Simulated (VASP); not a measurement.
Here is a VASP 6.6.1 calculation.

INCAR

```
SYSTEM = Pd
  AGGAC = 1.0
  AGGAX = 1.0
  ALDAC = 0.0
  ALDAX = 1.0
  ALGO = Normal
  EDIFF = 1E-7
  ENCUT = 520
  GGA = B5
  ISIF = 2
  ISMEAR = -1
  ISPIN = 2
  LASPH = .TRUE.
  LCHARG = .FALSE.
  LMAXMIX = 4
  LORBIT = 11
  LREAL = .FALSE.
  LWAVE = .FALSE.
  MAGMOM = 0.5 -0.5
  NBANDS = 21
  NELM = 150
  PREC = Accurate
  SIGMA = 0.05
```

The input KPOINTS:

```
k-points
0
G
  18 18 13
  0 0 0
```

Contents of POSCAR:

```
Pd
1.0
    2.7289637983      0.0000000000      0.0000000000
    0.0000000000      2.7289637983      0.0000000000
    0.0000000000      0.0000000000      3.8618093716
Pd
2
Direct
    1.0000000000      0.0000000000      0.0000000000
    0.5000000000      0.5000000000      0.5000000000
```

Potentials or basis: VASP PAW PBE potentials, release 64 (Pd).

Launch:

```bash
$ cat potpaw_PBE.64/Pd/POTCAR > POTCAR
$ mpirun -np 1 vasp_std > vasp.out
```

(1) What does it give for the band gap on the k mesh?

(2) Predict the net moment.

Answers

(1) zero (filled and empty bands overlap).

(2) 0.00 μB per cell.
